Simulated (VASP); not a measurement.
A run of VASP 6.6.1:

The input INCAR:

```
SYSTEM = Mg4Si
  ALGO = Normal
  DIPOL = 0.5 0.5 0.511
  EDIFF = 1E-7
  ENCUT = 520
  GGA = PS
  IDIPOL = 3
  ISIF = 2
  ISMEAR = 0
  LASPH = .True.
  LCHARG = .False.
  LDIPOL = .True.
  LREAL = .False.
  LWAVE = .False.
  NBANDS = 14
  NELM = 80
  PREC = Accurate
  SIGMA = 0.1
```

KPOINTS

```
k-points
0
Gamma
  9 9 1
  0 0 0
```

Contents of POSCAR:

```
Mg4Si
1.0
    3.1881999938      0.0000000000      0.0000000000
   -1.5940999969      2.7610621870      0.0000000000
    0.0000000000      0.0000000000     26.6626988054
Mg Si
4 1
Direct
    0.6666666667      0.3333333333      0.3187974354
    0.3333333333      0.6666666667      0.4145954247
    0.6666666667      0.3333333333      0.5097936628
    0.3333333333      0.6666666667      0.6057389470
    0.3333333333      0.6666666667      0.7064127797
```

Potentials or basis: VASP PAW PBE potentials, release 64 (Mg, Si).

Launch:

```console
$ cat potpaw_PBE.64/Mg/POTCAR potpaw_PBE.64/Si/POTCAR > POTCAR
$ mpirun -np 1 vasp_std > vasp.out
```

Hardware: 1 thread of Intel(R) Xeon(R) 6975P-C (Granite Rapids), with other jobs on the host.

Q: Estimate the wall time of this run.

A: Wall time 46 s on 1 thread of Intel(R) Xeon(R) 6975P-C (Granite Rapids) (shared host), peak memory 0.33 GiB. Counts: scf iterations 25, k points 12.
